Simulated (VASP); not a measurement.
A run of VASP 6.6.1 is set up as follows.

INCAR

```
PREC     = Accurate       # precision mode
ENCUT    = 520            # plane-wave cutoff, eV
EDIFF    = 1E-6           # SCF threshold, eV
ISMEAR   = -1             # smearing method
SIGMA    = 0.02           # smearing width, eV
LREAL    = F              # projectors in reciprocal space
LASPH    = T              # aspherical terms in the spheres
NELM     = 120            # most SCF steps
ALGO     = Normal         # electronic algorithm
ISIF     = 2              # what is computed and relaxed
LWAVE    = F              # write WAVECAR
LCHARG   = F              # write CHGCAR
GGA      = CA             # functional
NBANDS   = 52             # bands
GGA_COMPAT= F
```

The input KPOINTS:

```
Automatic mesh
0
Gamma
  1 1 1
```

The input POSCAR:

```
C2SO2
1.0
    5.7506720000      0.0000000000      0.0000000000
    0.0000000000      5.7506720000      0.0000000000
    0.0000000000      0.0000000000      5.7506720000
O C S
6 6 3
Direct
    0.7470779067      0.6349344911      0.0045559893
   -0.1505910961      0.8826968396      0.6825984859
    0.0497159289      0.1983246480      0.6432117846
    0.6944579694      0.5103229675      0.6415076360
    0.6334216245      0.0989797366      0.8694983821
    0.1892300587      0.0385172376      0.3065206988
    0.6357865655      0.5041497759      0.0970843060
    0.0304660047      0.8050189613      0.6612792383
    0.1029444907      0.3135111862      0.8071230632
    0.8257121950      0.5051583537      0.5046192862
    0.5349635660      0.1422094670      0.7078824875
    0.0063644736      0.0585670683      0.2237999316
    0.5604388496      0.3050426107      0.2678991255
    0.2863839217      0.7414785611      0.6370907609
    0.2348421193      0.4440872302      0.9947533088
```

Potentials or basis: VASP PAW LDA potentials, release 64 (O, C, S).

The run is started by

```sh
$ cat potpaw_LDA.64/O/POTCAR potpaw_LDA.64/C/POTCAR potpaw_LDA.64/S/POTCAR > POTCAR
$ mpirun -np 1 vasp_gam > vasp.out
```

(1) What does it give for the pressure?

(2) Predict the band gap on the k mesh.

(3) Predict the largest force.

Results:

(1) 22.7 GPa.

(2) 2.14 eV.

(3) 8.430 eV/Å.

Caveat: the k points lie up to 1.09 Å⁻¹ apart.
